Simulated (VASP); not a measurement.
Runs of VASP 6.6.1 on Na. The structure is that of space group Im-3m (No. 229), or close to it. The cells are those of the table. 

```csv
task,cell,cutoff (eV),gap on the mesh (eV),pressure (GPa)
electric field gradients,"a = 3.583 Å, angles 109.5°, 1 atom",400,none,0.0
electric field gradients,"a = 3.674 Å, angles 109.5°, 1 atom",400,none,(a)
single point,"a = 3.644 Å, angles 109.5°, 1 atom",520,none,-0.2
single point,"a = 3.644 Å, angles 109.5°, 1 atom",500,none,-0.2
single point,"a = 3.656 Å, angles 109.7°, 1 atom",520,none,-0.2
electric field gradients,"a = 3.645 Å, angles 110.1, 110.1, 108.3°, 1 atom",520,none,-0.2
single point,"a = 3.614 Å, angles 109.5°, 1 atom",500,none,0.0
electric field gradients,"a = 3.704 Å, angles 109.5°, 1 atom",400,none,-0.7
electric field gradients,"a = 3.614 Å, angles 109.5°, 1 atom",400,none,-0.2
electric field gradients,"a = 3.656 Å, angles 109.7°, 1 atom",520,none,-0.2
single point,"a = 3.645 Å, angles 110.1, 110.1, 108.3°, 1 atom",520,none,-0.2
```

Alike in all rows: level PBEsol; potentials or basis VASP PAW PBE potentials, release 64 (Na_pv); no spin polarisation; k mesh 12 × 12 × 12; smearing fermi-dirac 0.05 eV.

Q: Estimate the missing entries.

A: (a) -0.6.

Caveats: the PAW data sets were made with another functional, which shifts forces and pressure a little.

A gap of «none» marks levels without a gap at the run's occupations.
